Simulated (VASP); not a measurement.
# KCl in VASP: notebook, part 2 of 2

VASP 6.6.1. The steps go on from the part before.

### Step 3. Density of states, PBEsol

Input file POSCAR:

```
KCl
1.0
    3.6340000000      0.0000000000      0.0000000000
    0.0000000000      3.6340000000      0.0000000000
    0.0000000000      0.0000000000      3.6340000000
K Cl
1 1
Direct
    0.0000000000      0.0000000000      0.0000000000
    0.5000000000      0.5000000000      0.5000000000
```

Input file INCAR.step1:

```
SYSTEM = KCl
PREC = Accurate
ENCUT = 520
EDIFF = 1E-6
ISMEAR = -1
SIGMA = 0.01
LREAL = .False.
LASPH = .True.
NELM = 100
ALGO = Normal
ISIF = 2
LWAVE = .False.
LCHARG = .True.
GGA = PS
NBANDS = 15
```

Input file KPOINTS.step1:

```
Automatic mesh
0
Gamma
  7 7 7
  0 0 0
```

Input file INCAR.step2:

```
SYSTEM = KCl
PREC = Accurate
ENCUT = 520
EDIFF = 1E-6
ISMEAR = -5
SIGMA = 0.01
LREAL = .False.
LASPH = .True.
NELM = 100
ALGO = Normal
ISIF = 2
LWAVE = .False.
LCHARG = .False.
GGA = PS
LORBIT = 11
NEDOS = 2001
ICHARG = 11
```

Input file KPOINTS.step2:

```
Automatic mesh
0
Gamma
  11 11 11
  0 0 0
```

Potentials or basis: VASP PAW PBE potentials, release 64 (K_sv, Cl).

Launch:

```
$ cat potpaw_PBE.64/K_sv/POTCAR potpaw_PBE.64/Cl/POTCAR > POTCAR
$ cp INCAR.step1 INCAR
$ cp KPOINTS.step1 KPOINTS
$ mpirun -np 1 vasp_std > vasp.out
$ cp INCAR.step2 INCAR
$ cp KPOINTS.step2 KPOINTS
$ mpirun -np 1 vasp_std > vasp.out
```

OUTCAR:

```text
SYSTEM = KCl
   PREC = Accurate
   ENCUT = 520
   EDIFF = 1E-6
   ISMEAR = -5
   LREAL = .False.
   LASPH = .True.
   NELM = 100
   ISIF = 2
   GGA = PS
   LORBIT = 11
   ICHARG = 11

 ion  position               nearest neighbor table
   1  0.000  0.000  0.000-   2 3.15   2 3.15   2 3.15   2 3.15   2 3.15   2 3.15   2 3.15   2 3.15

   2  0.500  0.500  0.500-   1 3.15   1 3.15   1 3.15   1 3.15   1 3.15   1 3.15   1 3.15   1 3.15

  LATTYP: Found a simple cubic cell.
 ALAT       =     3.6340000000

  Lattice vectors:

 A1 = (   3.6340000000,   0.0000000000,   0.0000000000)
 A2 = (   0.0000000000,   3.6340000000,   0.0000000000)
[... 553 lines left out ...]
  Total        0.7108742      0.7108742      0.7108742     -0.0000000     -0.0000000     -0.0000000
  in kB       23.7327788     23.7327788     23.7327788     -0.0000000     -0.0000000     -0.0000000
  external PRESSURE =      23.7327788 kB  Pullay stress =       0.0000000 kB

 VOLUME and BASIS-vectors are now :
 -----------------------------------------------------------------------------
  energy-cutoff  :      520.00
  volume of cell :       47.99
      direct lattice vectors                 reciprocal lattice vectors
     3.634000000  0.000000000  0.000000000     0.275178866  0.000000000  0.000000000
     0.000000000  3.634000000  0.000000000     0.000000000  0.275178866  0.000000000
     0.000000000  0.000000000  3.634000000     0.000000000  0.000000000  0.275178866

 POSITION                                       TOTAL-FORCE (eV/Angst)
 -----------------------------------------------------------------------------------
      0.00000      0.00000      0.00000         0.000000      0.000000      0.000000
      1.81700      1.81700      1.81700         0.000000      0.000000      0.000000
 -----------------------------------------------------------------------------------
    total drift:                               -0.000000      0.000000      0.000000

  FREE ENERGIE OF THE ION-ELECTRON SYSTEM (eV)
  ---------------------------------------------------
  free  energy   TOTEN  =        -6.8844473791 eV

  energy  without entropy=       -6.8844473791  energy(sigma->0) =       -6.88444738

 total charge

# of ion       s       p       d       tot
------------------------------------------
    1        1.958   5.571   0.034   7.563
    2        1.580   3.554   0.000   5.134
--------------------------------------------------
tot          3.538   9.125   0.034  12.697
```

OUTCAR.step1:

```text
SYSTEM = KCl
   PREC = Accurate
   ENCUT = 520
   EDIFF = 1E-6
   ISMEAR = -1
   LREAL = .False.
[... 576 lines left out ...]
      0.00000      0.00000      0.00000         0.000000      0.000000      0.000000
      1.81700      1.81700      1.81700         0.000000      0.000000      0.000000
 -----------------------------------------------------------------------------------
    total drift:                               -0.000000      0.000000      0.000000

  FREE ENERGIE OF THE ION-ELECTRON SYSTEM (eV)
  ---------------------------------------------------
  free  energy   TOTEN  =        -6.8844362855 eV

  energy  without entropy=       -6.8844362855  energy(sigma->0) =       -6.88443629
```

OSZICAR.step1:

```text
N       E                     dE             d eps       ncg     rms          rms(c)
DAV:   1     0.104907750413E+03    0.10491E+03   -0.74973E+03   600   0.992E+02
DAV:   2    -0.163578438422E+01   -0.10654E+03   -0.97435E+02   769   0.252E+02
DAV:   3    -0.696139866982E+01   -0.53256E+01   -0.52935E+01   852   0.494E+01
DAV:   4    -0.712927108287E+01   -0.16787E+00   -0.16784E+00   851   0.866E+00
DAV:   5    -0.713042548584E+01   -0.11544E-02   -0.11544E-02   866   0.820E-01    0.363E+00
DAV:   6    -0.691232105649E+01    0.21810E+00   -0.21442E-01   733   0.330E+00    0.306E+00
DAV:   7    -0.688365898971E+01    0.28662E-01   -0.71153E-02   803   0.197E+00    0.174E+00
DAV:   8    -0.688436540364E+01   -0.70641E-03   -0.15429E-02   813   0.973E-01    0.238E-01
DAV:   9    -0.688429725081E+01    0.68153E-04   -0.51951E-04   804   0.155E-01    0.924E-02
DAV:  10    -0.688443886641E+01   -0.14162E-03   -0.19521E-04   685   0.112E-01    0.307E-02
DAV:  11    -0.688443529602E+01    0.35704E-05   -0.13794E-05   817   0.292E-02    0.107E-02
DAV:  12    -0.688443639527E+01   -0.10993E-05   -0.70802E-07   482   0.708E-03    0.225E-03
DAV:  13    -0.688443628548E+01    0.10979E-06   -0.84774E-08   440   0.271E-03
   1 F= -.68844363E+01 E0= -.68844363E+01  d E =-.445220E-12
```

It took 12 s on 1 thread of Intel Xeon 6975P-C (Granite Rapids), shared host; peak memory 0.17 GiB.

What came out:

| Property | Result |
| --- | --- |
| Valence electrons inside the program's atomic spheres | K 7.56; Cl 5.13 |

Caveat: the PAW data sets were made with another functional, which shifts forces and pressure a little.

### Step 4. Electric field gradients, PBEsol (zz strain of -2 %)

Input file INCAR:

```
SYSTEM = KCl
  ALGO = Normal
  EDIFF = 1E-8
  ENCUT = 520
  GGA = PS
  ISIF = 2
  ISMEAR = -1
  LASPH = .True.
  LCHARG = .False.
  LEFG = .True.
  LREAL = .False.
  LWAVE = .False.
  NBANDS = 15
  NELM = 60
  PREC = Accurate
  SIGMA = 0.01
```

Input file KPOINTS:

```
k-points
0
Gamma
  7 7 7
  0 0 0
```

POSCAR: that of step 3 with these lines changed.

```diff
@@ -4,3 +4,3 @@
     0.0000000000      3.6340000000      0.0000000000
-    0.0000000000      0.0000000000      3.6340000000
+    0.0000000000      0.0000000000      3.5613200000
 K Cl
```

Potentials or basis: VASP PAW PBE potentials, release 64 (K_sv, Cl).

Launch:

```
$ cat potpaw_PBE.64/K_sv/POTCAR potpaw_PBE.64/Cl/POTCAR > POTCAR
$ mpirun -np 1 vasp_std > vasp.out
```

OUTCAR:

```text
SYSTEM = KCl
   EDIFF = 1E-8
   ENCUT = 520
   GGA = PS
   ISIF = 2
   ISMEAR = -1
   LASPH = .True.
   LREAL = .False.
   NELM = 60
   PREC = Accurate

 ion  position               nearest neighbor table
   1  0.000  0.000  0.000-   2 3.13   2 3.13   2 3.13   2 3.13   2 3.13   2 3.13   2 3.13   2 3.13

   2  0.500  0.500  0.500-   1 3.13   1 3.13   1 3.13   1 3.13   1 3.13   1 3.13   1 3.13   1 3.13

  LATTYP: Found a simple tetragonal cell.
 ALAT       =     3.6340000000
 C/A-ratio  =     0.9800000000

  Lattice vectors:

 A1 = (   3.6340000000,   0.0000000000,   0.0000000000)
 A2 = (   0.0000000000,   3.6340000000,   0.0000000000)
 A3 = (   0.0000000000,   0.0000000000,   3.5613200000)

Analysis of symmetry for initial positions (statically):
=====================================================================
 Subroutine PRICEL returns:
 Original cell was already a primitive cell.

 Routine SETGRP: Setting up the symmetry group for a
 simple tetragonal supercell.
[... 622 lines left out ...]
      direct lattice vectors                 reciprocal lattice vectors
     3.634000000  0.000000000  0.000000000     0.275178866  0.000000000  0.000000000
     0.000000000  3.634000000  0.000000000     0.000000000  0.275178866  0.000000000
     0.000000000  0.000000000  3.561320000     0.000000000  0.000000000  0.280794761

 POSITION                                       TOTAL-FORCE (eV/Angst)
 -----------------------------------------------------------------------------------
      0.00000      0.00000      0.00000         0.000000      0.000000      0.000000
      1.81700      1.81700      1.78066         0.000000      0.000000      0.000000
 -----------------------------------------------------------------------------------
    total drift:                               -0.000000      0.000000      0.000000

  FREE ENERGIE OF THE ION-ELECTRON SYSTEM (eV)
  ---------------------------------------------------
  free  energy   TOTEN  =        -6.8657463694 eV

  energy  without entropy=       -6.8657463694  energy(sigma->0) =       -6.86574637

 Electric field gradients (V/A^2)
---------------------------------------------------------------------
 ion       V_xx      V_yy      V_zz      V_xy      V_xz      V_yz
---------------------------------------------------------------------
   1      -1.388    -1.388     2.776    -0.000    -0.000     0.000
   2       2.655     2.655    -5.310     0.000    -0.000    -0.000
---------------------------------------------------------------------

 Electric field gradients after diagonalization (V/A^2)
 (convention: |V_zz| > |V_xx| > |V_yy|)
----------------------------------------------------------------------
 ion       V_xx      V_yy      V_zz     asymmetry (V_yy - V_xx)/ V_zz
----------------------------------------------------------------------
   1      -1.388    -1.388     2.776       0.000
   2       2.655     2.655    -5.310       0.000
----------------------------------------------------------------------

           NMR quadrupolar parameters

 Cq : quadrupolar parameter    Cq=e*Q*V_zz/h
 eta: asymmetry parameters     (V_yy - V_xx)/ V_zz
 Q  : nuclear electric quadrupole moment in mb (millibarn)
----------------------------------------------------------------------
 ion       Cq(MHz)       eta       Q (mb)
----------------------------------------------------------------------
   1       0.007       0.000       1.000
   2      -0.013       0.000       1.000
----------------------------------------------------------------------
```

Run time: 42 s. Hardware: 1 thread of Intel Xeon Platinum 8259CL at 2.50GHz (Skylake/Cascade Lake), shared host; peak memory 0.17 GiB.

Results:

* Free energy: -6.8657 eV
* Pressure: 3.1 GPa
* Band gap on the k mesh: 5.42 eV, indirect (least direct gap 5.61 eV)

Electric field gradients, principal values (V/Å²):
```csv
atom,least,middle,greatest (by size)
1 K,-1.388,-1.388,2.776
2 Cl,2.655,2.655,-5.310
```

Caveat: the cell differs from its parent crystal (zz strain of -2 %); without QUAD_EFG the Cq values of the log hold for a quadrupole moment of 1 mb, not for the nuclei; the PAW data sets were made with another functional, which shifts forces and pressure a little.

### Step 5. Overview

```tsv
task	cell	k mesh for the DOS	occupations for the DOS	gap on the mesh (eV)	pressure (GPa)
electric field gradients	a = 3.634 Å, 2 atoms	-	-	5.40	2.4
density of states	a = 3.634 Å, 2 atoms	11 × 11 × 11	tetrahedron	-	-
electric field gradients	a = 3.634, b = 3.634, c = 3.561 Å, 2 atoms	-	-	5.42	3.1
```

Alike in all rows: level PBEsol; potentials or basis VASP PAW PBE potentials, release 64 (K_sv, Cl); no spin polarisation; k mesh 7 × 7 × 7; cutoff (eV) 520; smearing fermi-dirac 0.01 eV.

Caveats: the PAW data sets were made with another functional, which shifts forces and pressure a little.

Total energies depend on the potentials used, so only differences within one code and one set of settings carry meaning.
